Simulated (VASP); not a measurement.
PtSe2: vibrations by perturbation theory with PBEsol

Crystal: PtSe2.

```
CELL_PARAMETERS angstrom
3.65217 0.00000 0.00000
-1.82608 3.16287 0.00000
0.00000 0.00000 4.27546
ATOMIC_POSITIONS crystal
Pt 0.00000 0.00000 0.00000
Se 0.33333 0.66667 0.28949
Se 0.66667 0.33333 0.71051
```

```yaml
Program: VASP 6.6.1
Task: vibrations by perturbation theory
Functional: PBEsol
Potentials_or_basis: VASP PAW PBE potentials, release 64 (Pt, Se)
Cutoff: 520 eV
k_mesh: 12 × 12 × 8
Occupations: fermi-dirac, width 0.15 eV
Spin: no spin polarisation
Dipole_correction: no
Further_INCAR_settings: ALGO = Normal; EDIFF = 1e-08; IBRION = 8; NSW = 1
```

```json
{
  "Highest phonon frequency at Γ, LO-TO splitting left out": "258 cm⁻¹"
}
```

Phonon frequencies in cm⁻¹ (negative: imaginary):
```csv
q point,frequencies
"(0.000, 0.000, 0.000)",0 0 0 185 185 241 255 255 258
```

It took 31 min on 1 thread of AMD EPYC 9755 128-Core Processor, with other jobs on the host, peak memory 1.1 GiB.

Caveat: the cell stands under pressure or tension, which shifts response properties.
